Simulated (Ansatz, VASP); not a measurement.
## One calculation of Ti, two programs

The input INCAR:

```
SYSTEM = Ti
PREC     = Accurate       ! precision mode
ENCUT    = 520            ! plane-wave cutoff, eV
EDIFF    = 1E-6           ! SCF threshold, eV
ISMEAR   = -1             ! smearing method
SIGMA    = 0.1            ! smearing width, eV
LREAL    = .False.        ! projectors in reciprocal space
LASPH    = .True.         ! aspherical terms in the spheres
NELM     = 60             ! most SCF steps
ALGO     = Normal         ! electronic algorithm
ISIF     = 2              ! what is computed and relaxed
LWAVE    = .False.        ! write WAVECAR
LCHARG   = .True.         ! write CHGCAR
GGA      = PE             ! functional
LELF     = .True.         ! ELF
LVHAR    = .True.       
NBANDS   = 25             ! bands
```

File KPOINTS:

```
Automatic mesh
0
Gamma
  9 9 13
  0 0 0
```

The input POSCAR:

```
Ti
1.0
    4.4556729787      0.0000000000      0.0000000000
   -2.2278364893      3.8587259905      0.0000000000
    0.0000000000      0.0000000000      2.7543436244
Ti
3
Direct
    0.0000000000      0.0000000000      0.0000000000
    0.3333333333      0.6666666667      0.5000000000
    0.6666666667      0.3333333333      0.5000000000
```

Input for Ansatz:

```yaml
crystal:
  lattice:
    - [4.4556729787, 0.0, 0.0]
    - [-2.2278364893, 3.8587259905, 0.0]
    - [0.0, 0.0, 2.7543436244]
  atoms:
    - { symbol: Ti, position: [0.0, 0.0, 0.0] }
    - { symbol: Ti, position: [0.3333333333, 0.6666666667, 0.5] }
    - { symbol: Ti, position: [0.6666666667, 0.3333333333, 0.5] }
hamiltonian:
  xc: pbe
  pseudopotentials:
    kind: paw
    azcp:
      Ti: "pseudopotentials/Ti.paw.azcp"
basis:
  ecutwfc: 420
  fft_grid_basis: typed
kpoints:
  mp_grid: { grid: [9, 9, 13], shift: [0, 0, 0] }
magnetization:
  spin_polarized: false
scf:
  occupations: { method: fermi_dirac, width: 0.1 }
  lower_state_search: "off"
output:
  stress: true
```

Alike in both runs: task single point; functional PBE; k mesh 9 × 9 × 13; occupations fermi-dirac, width 0.1 eV; no spin polarisation.

```csv
,VASP,Ansatz
version,VASP 6.6.1,Ansatz 0.2.0
potentials or method,"VASP PAW PBE potentials, release 64 (Ti_sv), cutoff 520 eV","plane waves (420 eV) with PAW, scalar-relativistic"
valence electrons in the cell,36,36
```

Ansatz gave:

```
pressure (GPa)                                                : 10.8
traceless stress, the component that is largest in VASP (GPa) : 0.45
```

Task: Estimate VASP's values.

Result: Pressure (GPa): 10.5; traceless stress, the component that is largest in VASP (GPa): 0.46.
